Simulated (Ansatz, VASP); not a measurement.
## Two plane-wave programs on SnO2

```
Sn O
1.0
     4.47077    0.00000    0.00000
     0.00000    5.04435    0.00000
     0.00000    0.00000    3.40757
Sn O
2 4
Cartesian
  2.2354 2.5222 1.7038
  0.0000 0.0000 0.0000
  1.3622 1.5713 0.0000
  3.5975 0.9509 1.7038
  0.8732 4.0935 1.7038
  3.1086 3.4730 0.0000
```

Change from the starting cell: volume 12.808 Å^3 an atom, stretch along a over the lengths across it, relative to the relaxed cell 0.8864.

Alike in both runs: functional LDA; k mesh 6 × 6 × 10; occupations gaussian, width 0.05 eV; no spin polarisation.

Ansatz relaxed the structure, and its values are those at the end. VASP's run is a single point on that final structure, the one shown.

```csv
,VASP,Ansatz
version,VASP 6.6.1,Ansatz 0.2.0
potentials or method,"VASP PAW LDA potentials, release 64 (Sn_d, O), cutoff 520 eV","scalar-relativistic, plane waves, PAW"
valence electrons in the cell,52,52
```

Ansatz gave:

| Property | Result |
| --- | --- |
| gap on the k mesh at the Fermi level (eV) | 0.24 |
| least direct gap on the mesh (eV) | 0.25 |
| pressure (GPa) | -15.5 |
| rms of the force components (eV/Å) | 0.002 |

Which values does VASP return?

gap on the k mesh at the Fermi level (eV): 0.26; least direct gap on the mesh (eV): 0.26; pressure (GPa): -14.8; rms of the force components (eV/Å): 0.004.

LDA's correlation is that of Perdew and Zunger in VASP and of Perdew and Wang (1992) in Ansatz. Ansatz's warnings: stress scf threshold loose.
